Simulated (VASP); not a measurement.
# CaB3Sb3 (Pm-3m) in VASP: a series of runs

CaB3Sb3 is run at these levels: PBE; tasks: single point, relaxation of cell and atoms.

All numbers are computed with VASP 6.6.1; they aren't measurements. Logs are shortened: lines on timing, memory, paths and dates and some standing lists are left out, and cuts for length are marked.

### 1 The cell of the first run

The structure is cubic, space group Pm-3m (No. 221). The conventional cell has a = 5.125 Å, b = 5.125 Å, c = 5.125 Å, α = 90.00°, β = 90.00°, γ = 90.00°. Within 3.4 Å of Ca (site symmetry m-3m) lie 6 B at 2.56 Å. B (site symmetry 4/mmm) has 2 Ca at 2.56 Å and 4 Sb at 2.56 Å within 3.4 Å. Sb (site symmetry 4/mmm) has 4 B at 2.56 Å within 3.4 Å.

### 2 Single point, PBE

INCAR reads:

```
SYSTEM = CaB3Sb3
PREC = Accurate
ENCUT = 520
EDIFF = 1E-7
ISMEAR = 0
SIGMA = 0.1
LREAL = .False.
LASPH = .True.
NELM = 100
ALGO = Normal
ISIF = 2
LWAVE = .False.
LCHARG = .True.
GGA = PE
LELF = .True.
LVHAR = .True.
NBANDS = 26
```

KPOINTS reads:

```
Automatic mesh
0
Gamma
  8 8 8
  0 0 0
```

POSCAR reads:

```
CaB3Sb3
1.0
    5.1247124424      0.0000000000      0.0000000000
    0.0000000000      5.1247124424      0.0000000000
    0.0000000000      0.0000000000      5.1247124424
Ca B Sb
1 3 3
Direct
    0.5000000000      0.5000000000      0.5000000000
    0.5000000000      0.5000000000      0.0000000000
    0.0000000000      0.5000000000      0.5000000000
    0.5000000000      0.0000000000      0.5000000000
    0.5000000000      0.0000000000      0.0000000000
    0.0000000000      0.5000000000      0.0000000000
    0.0000000000      0.0000000000      0.5000000000
```

Potentials or basis: VASP PAW PBE potentials, release 64 (Ca_sv, B, Sb).

Run with:

```console
$ cat potpaw_PBE.64/Ca_sv/POTCAR potpaw_PBE.64/B/POTCAR potpaw_PBE.64/Sb/POTCAR > POTCAR
$ mpirun -np 1 vasp_std > vasp.out
```

OUTCAR:

```text
SYSTEM = CaB3Sb3
   PREC = Accurate
   ENCUT = 520
   EDIFF = 1E-7
   ISMEAR = 0
   LREAL = .False.
   LASPH = .True.
   NELM = 100
   ISIF = 2
   GGA = PE

 ion  position               nearest neighbor table
   1  0.500  0.500  0.500-   2 2.56   3 2.56   4 2.56   2 2.56   4 2.56   3 2.56
   2  0.500  0.500  0.000-   1 2.56   5 2.56   6 2.56   1 2.56   5 2.56   6 2.56
   3  0.000  0.500  0.500-   1 2.56   6 2.56   7 2.56   6 2.56   7 2.56   1 2.56
   4  0.500  0.000  0.500-   1 2.56   5 2.56   7 2.56   5 2.56   1 2.56   7 2.56
   5  0.500  0.000  0.000-   2 2.56   4 2.56   4 2.56   2 2.56   6 3.62   7 3.62   7 3.62   6 3.62
                             6 3.62   7 3.62   7 3.62   6 3.62
   6  0.000  0.500  0.000-   2 2.56   3 2.56   3 2.56   2 2.56   5 3.62   7 3.62   5 3.62   7 3.62
                             7 3.62   7 3.62   5 3.62   5 3.62
   7  0.000  0.000  0.500-   3 2.56   4 2.56   3 2.56   4 2.56   5 3.62   6 3.62   5 3.62   6 3.62
                             6 3.62   6 3.62   5 3.62   5 3.62

  LATTYP: Found a simple cubic cell.
 ALAT       =     5.1247124424

  Lattice vectors:

 A1 = (   5.1247124424,   0.0000000000,   0.0000000000)
 A2 = (   0.0000000000,   5.1247124424,   0.0000000000)
 A3 = (   0.0000000000,   0.0000000000,   5.1247124424)

Analysis of symmetry for initial positions (statically):
=====================================================================
 Subroutine PRICEL returns:
 Original cell was already a primitive cell.

 Routine SETGRP: Setting up the symmetry group for a
 simple cubic supercell.

 Subroutine GETGRP returns: Found 48 space group operations
 (whereof 48 operations were pure point group operations)
 out of a pool of 48 trial point group operations.

The static configuration has the point symmetry O_h .

Analysis of symmetry for dynamics (positions and initial velocities):
=====================================================================
 Subroutine PRICEL returns:
 Original cell was already a primitive cell.

 Routine SETGRP: Setting up the symmetry group for a
 simple cubic supercell.

 Subroutine GETGRP returns: Found 48 space group operations
 (whereof 48 operations were pure point group operations)
 out of a pool of 48 trial point group operations.

The dynamic configuration has the point symmetry O_h .

 Subroutine INISYM returns: Found 48 space group operations
 (whereof 48 operations are pure point group operations),
 and found     1 'primitive' translations

----------------------------------------------------------------------------------------

                                     Primitive cell

  volume of cell :     134.5887

  direct lattice vectors                    reciprocal lattice vectors
     5.124712442  0.000000000  0.000000000     0.195132900  0.000000000  0.000000000
     0.000000000  5.124712442  0.000000000     0.000000000  0.195132900  0.000000000
     0.000000000  0.000000000  5.124712442     0.000000000  0.000000000  0.195132900

  length of vectors
     5.124712442  5.124712442  5.124712442     0.195132900  0.195132900  0.195132900

  position of ions in fractional coordinates (direct lattice)
     0.500000000  0.500000000  0.500000000
     0.500000000  0.500000000  0.000000000
     0.000000000  0.500000000  0.500000000
     0.500000000  0.000000000  0.500000000
     0.500000000  0.000000000  0.000000000
     0.000000000  0.500000000  0.000000000
     0.000000000  0.000000000  0.500000000

  ion indices of the primitive-cell ions
   primitive index   ion index
                 1           1
                 2           2
                 3           3
                 4           4
                 5           5
                 6           6
                 7           7

----------------------------------------------------------------------------------------

 KPOINTS: Automatic mesh

Automatic generation of k-mesh.
 Grid dimensions read from file:
 generate k-points for:    8    8    8

 Generating k-lattice:

  Cartesian coordinates                     Fractional coordinates (reciprocal lattice)
     0.024391612  0.000000000  0.000000000     0.125000000  0.000000000  0.000000000
     0.000000000  0.024391612  0.000000000     0.000000000  0.125000000  0.000000000
     0.000000000  0.000000000  0.024391612     0.000000000  0.000000000  0.125000000

  Length of vectors
     0.024391612  0.024391612  0.024391612

  Shift w.r.t. Gamma in fractional coordinates (k-lattice)
     0.000000000  0.000000000  0.000000000

 Subroutine IBZKPT returns following result:
 ===========================================

 Found     35 irreducible k-points:

 Following reciprocal coordinates:
            Coordinates               Weight
  0.000000  0.000000  0.000000      1.000000
  0.125000  0.000000  0.000000      6.000000
  0.250000  0.000000  0.000000      6.000000
  0.375000  0.000000  0.000000      6.000000
  0.500000  0.000000  0.000000      3.000000
  0.125000  0.125000  0.000000     12.000000
[... 16 lines left out ...]
  0.375000  0.375000  0.125000     24.000000
  0.500000  0.375000  0.125000     24.000000
 [... further k-points ...]
   k-points           NKPTS =     35   k-points in BZ     NKDIM =     35   number of bands    NBANDS=     26
   number of dos      NEDOS =    301   number of ions     NIONS =      7
   total plane-waves  NPLWV =  64000
   dimension x,y,z NGX =    40 NGY =   40 NGZ =   40
   dimension x,y,z NGXF=    80 NGYF=   80 NGZF=   80
   ions per type =               1   3   3
   NGX,Y,Z   is equivalent  to a cutoff of  12.98, 12.98, 12.98 a.u.
   NGXF,Y,Z  is equivalent  to a cutoff of  25.95, 25.95, 25.95 a.u.
 SYSTEM =  CaB3Sb3
   PREC   = accura    normal or accurate (medium, high low for compatibility)
   ISTART =      0    job   : 0-new  1-cont  2-samecut
   ICHARG =      2    charge: 1-file 2-atom 10-const
   ISPIN  =      1    spin polarized calculation?
   LNONCOLLINEAR =      F non collinear calculations
   LSORBIT =      F    spin-orbit coupling
   LASPH  =      T    aspherical Exc in radial PAW
   ENCUT  =  520.0 eV  38.22 Ry    6.18 a.u.   9.53  9.53  9.53*2*pi/ulx,y,z
   NELM   =    100;   NELMIN=  2; NELMDL= -5     # of ELM steps
   EDIFF  = 0.1E-06   stopping-criterion for ELM
   LREAL  =      F    real-space projection
   EDIFFG = 0.1E-05   stopping-criterion for IOM
   NSW    =      0    number of steps for IOM
   IBRION =     -1    ionic relax: 0-MD 1-quasi-New 2-CG
   NFREE  =      0    steps in history (QN), initial steepest desc. (CG)
   ISIF   =      2    stress and relaxation
   ISYM   =      2    0-nonsym 1-usesym 2-fastsym
   POTIM  = 0.5000    time-step for ionic-motion
   TEBEG  =    0.0;   TEEND  =   0.0 temperature during run
   PSTRESS=    0.0 pullay stress
   NELECT =      34.0000    total number of electrons
   NUPDOWN=      -1.0000    fix difference up-down
   EMIN   =  10.00;   EMAX   =-10.00  energy-range for DOS
   EFERMI =   0.00;   METHOD = LEGACY
   ISMEAR =     0;   SIGMA  =   0.10  broadening in eV -4-tet -1-fermi 0-gaus
   EFERMI_NEDOS =   21; number of points for ismear=-14 and -15
   IALGO  =     38    algorithm
   IMIX   =      4    mixing-type and parameters
     AMIX     =   0.40;   BMIX     =  1.00
     AMIX_MAG =   1.60;   BMIX_MAG =  1.00
  volume/ion in A,a.u.               =      19.23       129.75
  Fermi-wavevector in a.u.,A,eV,Ry     =   1.034900  1.955677 14.572079  1.071018
  Thomas-Fermi vector in A             =   2.169217
   LORBIT       =      0    0 simple, 1 ext, 2 COOP (PROOUT), +10 PAW based schemes
   GGA     = PE    functional components
   LHFCALC =     F    Hartree Fock is set to
   AEXX    =    0.0000 exact exchange contribution
   IVDW    =     0    specifies the selected vdW correction
   LEPSILON=     F    determine dielectric tensor
   LRPA    =     F    only Hartree local field effects (RPA)
 non-spin polarized calculation
 Gauss-broadening in eV      SIGMA  =   0.10
  energy-cutoff  :      520.00
  volume of cell :      134.59
 maximum number of plane-waves:      3695
 NGX is ok and might be reduce to    40
   NGX = 19   NGY = 19   NGZ = 19

 number of electron      34.0000001 magnetization

 Free energy of the ion-electron system (eV)
  ---------------------------------------------------
  ext. energy  EPLUGINS =         0.00000000
  ---------------------------------------------------
  free energy    TOTEN  =       -27.45669453 eV

  energy without entropy =      -27.42694791  energy(sigma->0) =      -27.44182122

 E-fermi :   6.5813     XC(G=0): -10.1867

 val. band max:        6.5421637777   @ k =   0.5000   0.2500   0.2500
 cond. band min:       6.5874727298   @ k =   0.3750   0.3750   0.1250
 fundamental gap:      0.0453089522
 Fermi energy:         6.5813485909

 k-point     1 :       0.0000    0.0000    0.0000
  band No.  band energies     occupation
      1     -33.0242      2.00000
      2     -14.1804      2.00000
      3     -14.1804      2.00000
      4     -14.1804      2.00000
      5      -5.7475      2.00000
      6      -2.4506      2.00000
[... 18 lines left out ...]
     25       9.0986      0.00000
     26      12.1675      0.00000

 k-point     2 :       0.1250    0.0000    0.0000
  band No.  band energies     occupation
      1     -33.0242      2.00000
      2     -14.1824      2.00000
      3     -14.1801      2.00000
      4     -14.1801      2.00000
      5      -5.6662      2.00000
      6      -2.6714      2.00000
[... 18 lines left out ...]
     25       9.4760      0.00000
     26      12.6389      0.00000

 k-point     3 :       0.2500    0.0000    0.0000
  band No.  band energies     occupation
      1     -33.0242      2.00000
      2     -14.1873      2.00000
      3     -14.1795      2.00000
      4     -14.1795      2.00000
      5      -5.4269      2.00000
      6      -3.2067      2.00000
[... 572 lines left out ...]
 k-point    23 :       0.3750    0.3750    0.1250
  band No.  band energies     occupation
      1     -33.0241      2.00000
      2     -14.1898      2.00000
      3     -14.1895      2.00000
      4     -14.1792      2.00000
      5      -4.3383      2.00000
      6      -3.5205      2.00000
[... 18 lines left out ...]
     25      10.7181      0.00000
     26      11.2526      0.00000

 k-point    24 :       0.5000    0.3750    0.1250
  band No.  band energies     occupation
      1     -33.0240      2.00000
      2     -14.1916      2.00000
      3     -14.1893      2.00000
      4     -14.1789      2.00000
      5      -4.0008      2.00000
      6      -3.7682      2.00000
[... 18 lines left out ...]
     25      10.4850      0.00000
     26      11.0996      0.00000

 [... further k-points ...]
[... 5 lines left out ...]
  --------------------------------------------------------------------------------------
  -------------------------------------------------------------------------------------
  Total        0.0556520      0.0556520      0.0556520      0.0000000     -0.0000000      0.0000000
  in kB        0.6624959      0.6624959      0.6624959      0.0000000     -0.0000000      0.0000000
  external PRESSURE =       0.6624959 kB  Pullay stress =       0.0000000 kB

 VOLUME and BASIS-vectors are now :
 -----------------------------------------------------------------------------
  energy-cutoff  :      520.00
  volume of cell :      134.59
      direct lattice vectors                 reciprocal lattice vectors
     5.124712442  0.000000000  0.000000000     0.195132900  0.000000000  0.000000000
     0.000000000  5.124712442  0.000000000     0.000000000  0.195132900  0.000000000
     0.000000000  0.000000000  5.124712442     0.000000000  0.000000000  0.195132900

 POSITION                                       TOTAL-FORCE (eV/Angst)
 -----------------------------------------------------------------------------------
      2.56236      2.56236      2.56236         0.000000      0.000000      0.000000
      2.56236      2.56236      0.00000         0.000000      0.000000      0.000000
      0.00000      2.56236      2.56236         0.000000      0.000000      0.000000
      2.56236      0.00000      2.56236         0.000000      0.000000      0.000000
      2.56236      0.00000      0.00000         0.000000      0.000000      0.000000
      0.00000      2.56236      0.00000         0.000000      0.000000      0.000000
      0.00000      0.00000      2.56236         0.000000      0.000000      0.000000
 -----------------------------------------------------------------------------------
    total drift:                               -0.000000      0.000000     -0.000000

  FREE ENERGIE OF THE ION-ELECTRON SYSTEM (eV)
  ---------------------------------------------------
  free  energy   TOTEN  =       -27.4566945259 eV

  energy  without entropy=      -27.4269479118  energy(sigma->0) =      -27.44182122
```

Wall time 2.3 min (1 thread of Intel Xeon Platinum 8375C at 2.90GHz (Ice Lake), shared host); peak memory 0.31 GiB.

What came out:

```yaml
Free_energy: -27.4567 eV
Pressure: 0.1 GPa
Band_gap_on_the_k_mesh: zero (band 17 reaches 7.42 eV, above the bottom of band 18 at 6.16 eV)
```

Caveat: spin-orbit coupling is left out, which moves the levels of the heavy elements.

### 3 Relaxation of cell and atoms, PBE

This run uses another cell than the first one, of 19.93 Å³/atom, 1.037 times its volume.

INCAR reads:

```
SYSTEM = CaB3Sb3
  ALGO = Normal
  EDIFF = 1E-6
  EDIFFG = -0.01
  ENCUT = 600
  GGA = PE
  IBRION = 2
  ISIF = 3
  ISMEAR = 0
  LASPH = .True.
  LCHARG = .False.
  LREAL = .False.
  LWAVE = .False.
  NELM = 100
  NSW = 100
  PREC = Accurate
  SIGMA = 0.1
```

KPOINTS reads:

```
k-points
0
Gamma
  8 8 8
  0 0 0
```

POSCAR, as its differences from that of step 2:

```diff
@@ -2,5 +2,5 @@
 1.0
-    5.1247124424      0.0000000000      0.0000000000
-    0.0000000000      5.1247124424      0.0000000000
-    0.0000000000      0.0000000000      5.1247124424
+    5.1864642100      0.0000000000      0.0000000000
+    0.0000000000      5.1864642100      0.0000000000
+    0.0000000000      0.0000000000      5.1864642100
 Ca B Sb
```

Potentials or basis: VASP PAW PBE potentials, release 64 (Ca_sv, B, Sb).

Run with:

```console
$ cat potpaw_PBE.64/Ca_sv/POTCAR potpaw_PBE.64/B/POTCAR potpaw_PBE.64/Sb/POTCAR > POTCAR
$ mpirun -np 1 vasp_std > vasp.out
```

Run time: 6.3 min. Hardware: 1 thread of Intel Xeon Platinum 8375C at 2.90GHz (Ice Lake), shared host; peak memory 0.35 GiB.

It converged, with:

| Item | Value |
| --- | --- |
| Free energy | -27.4587 eV |
| Relaxed volume | 19.25 Å³/atom |
| Relaxed cell | a = 5.127 Å, b = 5.127 Å, c = 5.127 Å, α = 90.00°, β = 90.00°, γ = 90.00° |
| Space group after relaxing (to 0.05 Å) | Pm-3m (No. 221) |
| Energy gained by relaxing | 4.5 meV/atom |
| Ionic steps | 3 |
| Pressure after relaxing | 0.0 GPa |
| Band gap on the k mesh | zero (band 17 reaches 7.41 eV, above the bottom of band 18 at 6.15 eV) |

The path:
| step | energy change (eV) | largest force (eV/Å) | pressure (GPa) | volume (Å³) |
| --- | --- | --- | --- | --- |
| 1 | 0.0000 | 0.0000 | -2.07 | 139.51 |
| 2 | -0.0316 | 0.0000 | 0.16 | 134.39 |
| 3 | -0.0318 | 0.0000 | 0.00 | 134.73 |

Final structure:
```yaml
crystal:
  lattice:
    - [5.12651, 0.00000, 0.00000]
    - [0.00000, 5.12651, 0.00000]
    - [0.00000, 0.00000, 5.12651]
  atoms:
    - { symbol: Ca, position: [0.50000, 0.50000, 0.50000] }
    - { symbol: B, position: [0.50000, 0.50000, 0.00000] }
    - { symbol: B, position: [0.00000, 0.50000, 0.50000] }
    - { symbol: B, position: [0.50000, 0.00000, 0.50000] }
    - { symbol: Sb, position: [0.50000, 0.00000, 0.00000] }
    - { symbol: Sb, position: [0.00000, 0.50000, 0.00000] }
    - { symbol: Sb, position: [0.00000, 0.00000, 0.50000] }
```

Levels at points of the mesh, in eV from the Fermi level:
| k point | band 13 | band 14 | band 15 | band 16 | band 17 | band 18 | band 19 | band 20 | band 21 |
| --- | --- | --- | --- | --- | --- | --- | --- | --- | --- |
| (0.00, 0.00, 0.00) | -3.23 | -3.00 | -3.00 | -3.00 | 0.43 | 0.43 | 0.43 | 2.00 | 2.00 |
| (0.50, 0.00, 0.00) | -3.95 | -3.95 | -1.07 | 0.01 | 0.17 | 0.17 | 0.77 | 0.77 | 1.45 |
| (0.50, 0.50, 0.00) | -2.64 | -1.80 | -1.41 | -0.76 | -0.14 | 0.15 | 1.93 | 1.93 | 2.08 |
| (0.50, 0.50, 0.50) | -0.23 | -0.23 | 0.84 | 0.84 | 0.84 | 1.69 | 1.69 | 1.69 | 2.28 |

Caveat: spin-orbit coupling is left out, which moves the levels of the heavy elements.

### 4 Single point, PBE

This run uses another cell than the first one, of 19.93 Å³/atom, 1.037 times its volume.

INCAR reads:

```
SYSTEM = CaB3Sb3
PREC     = Accurate       ! precision mode
ENCUT    = 520            ! plane-wave cutoff, eV
EDIFF    = 1E-6           ! SCF threshold, eV
ISMEAR   = 0              ! smearing method
SIGMA    = 0.1            ! smearing width, eV
LREAL    = .FALSE.        ! projectors in reciprocal space
LASPH    = .TRUE.         ! aspherical terms in the spheres
NELM     = 100            ! most SCF steps
ALGO     = Normal         ! electronic algorithm
ISIF     = 2              ! what is computed and relaxed
LWAVE    = .FALSE.        ! write WAVECAR
LCHARG   = .FALSE.        ! write CHGCAR
GGA      = PE             ! functional
NBANDS   = 26             ! bands
```

KPOINTS reads:

```
Automatic mesh
0
G
  4 4 4
  0 0 0
```

POSCAR is that of step 3.

Run with:

```console
$ cat potpaw_PBE.64/Ca_sv/POTCAR potpaw_PBE.64/B/POTCAR potpaw_PBE.64/Sb/POTCAR > POTCAR
$ mpirun -np 1 vasp_std > vasp.out
```

Run time: 48 s. Hardware: 1 thread of Intel Xeon Platinum 8375C at 2.90GHz (Ice Lake), shared host; peak memory 0.24 GiB.

The run converged. Its results:

```yaml
Free_energy: -27.7042 eV
Pressure: -1.2 GPa
Band_gap_on_the_k_mesh: zero (band 17 reaches 7.06 eV, above the bottom of band 18 at 5.77 eV)
```

Levels at points of the mesh, in eV from the Fermi level:
```
           k point  band 13  band 14  band 15  band 16  band 17  band 18  band 19  band 20  band 21  band 22
(0.00, 0.00, 0.00)    -3.25    -2.84    -2.84    -2.84     0.46     0.46     0.46     1.99     1.99     1.99
(0.50, 0.00, 0.00)    -3.77    -3.77    -1.02    -0.03     0.24     0.24     0.77     0.77     1.50     2.48
(0.50, 0.50, 0.00)    -2.49    -1.72    -1.26    -0.67    -0.11     0.23     1.90     1.90     2.05     2.51
(0.50, 0.50, 0.50)    -0.16    -0.16     0.90     0.90     0.90     1.68     1.68     1.68     2.22     2.22
```

Caveat: spin-orbit coupling is left out, which moves the levels of the heavy elements.

### 5 Summary

| task | cell | k mesh | cutoff (eV) | gap on the mesh (eV) | pressure (GPa) |
| --- | --- | --- | --- | --- | --- |
| single point | a = 5.125 Å, 7 atoms | 8 × 8 × 8 | 520 | none | 0.1 |
| relaxation of cell and atoms | relaxed from a = 5.186 Å, 7 atoms | 8 × 8 × 8 | 600 | none | 0.0 |
| single point | a = 5.186 Å, 7 atoms | 4 × 4 × 4 | 520 | none | -1.2 |

Alike in all rows: level PBE; potentials or basis VASP PAW PBE potentials, release 64 (Ca_sv, B, Sb); no spin polarisation; smearing gaussian 0.1 eV.

Caveats: spin-orbit coupling is left out, which moves the levels of the heavy elements.

Absolute energies hang on the potentials; compare differences alone.
